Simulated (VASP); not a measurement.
Crystal: GaN.

```
CELL_PARAMETERS angstrom
3.18000 0.00000 0.00000
-1.59000 2.75396 0.00000
0.00000 0.00000 5.16600
ATOMIC_POSITIONS crystal
Ga 0.33333 0.66667 0.00000
Ga 0.66667 0.33333 0.50000
N 0.33333 0.66667 0.37500
N 0.66667 0.33333 0.87500
```

- Program: VASP 6.6.1
- Task: relaxation of cell and atoms
- Functional: LDA
- Potentials or basis: VASP PAW LDA potentials, release 64 (Ga_d, N)
- Cutoff: 600 eV
- k mesh: 12 × 12 × 6
- Occupations: fermi-dirac, width 0.1 eV
- Spin: no spin polarisation

At the start: pressure -3.5 GPa; volume 11.31 Å³/atom.

How do energy, volume and symmetry change on relaxing?

Over 24 steps the energy falls by 2.7 meV/atom and the volume is 11.11 Å³/atom (-1.8 %); space group P6_3mc (No. 186, to 0.1 Å) before and after.

Step by step:
```csv
step,energy change (eV),largest force (eV/Å),pressure (GPa),volume (Å³)
1,0.0000,0.1278,-3.55,45.24
2,0.0000,0.1154,3.88,43.62
3,-0.0109,0.0106,0.01,44.42
4,-0.0108,0.0080,0.30,44.40
5,-0.0107,0.0002,-0.49,44.52
6,-0.0109,0.0061,-0.02,44.43
7,-0.0109,0.0072,-0.05,44.43
8,-0.0109,0.0074,0.25,44.42
9,-0.0109,0.0059,-0.23,44.43
10,-0.0109,0.0077,0.00,44.42
11,-0.0109,0.0067,0.00,44.42
12,-0.0109,0.0052,-0.09,44.43
13,-0.0109,0.0075,-0.06,44.42
14,-0.0109,0.0006,0.11,44.41
15,-0.0109,0.0035,0.03,44.41
16,-0.0109,0.0003,0.06,44.41
17,-0.0109,0.0044,0.03,44.41
18,-0.0109,0.0022,0.04,44.41
19,-0.0109,0.0008,0.04,44.42
20,-0.0109,0.0031,0.02,44.42
21,-0.0109,0.0008,-0.05,44.42
22,-0.0109,0.0001,0.02,44.42
23,-0.0109,0.0002,0.03,44.42
24,-0.0109,0.0007,0.01,44.42
```

Final structure:
```yaml
crystal:
  lattice:
    - [3.15700, 0.00000, 0.00000]
    - [-1.57850, 2.73405, 0.00000]
    - [0.00000, 0.00000, 5.14649]
  atoms:
    - { symbol: Ga, position: [0.33333, 0.66667, 0.99928] }
    - { symbol: Ga, position: [0.66667, 0.33333, 0.49928] }
    - { symbol: N, position: [0.33333, 0.66667, 0.37572] }
    - { symbol: N, position: [0.66667, 0.33333, 0.87572] }
```
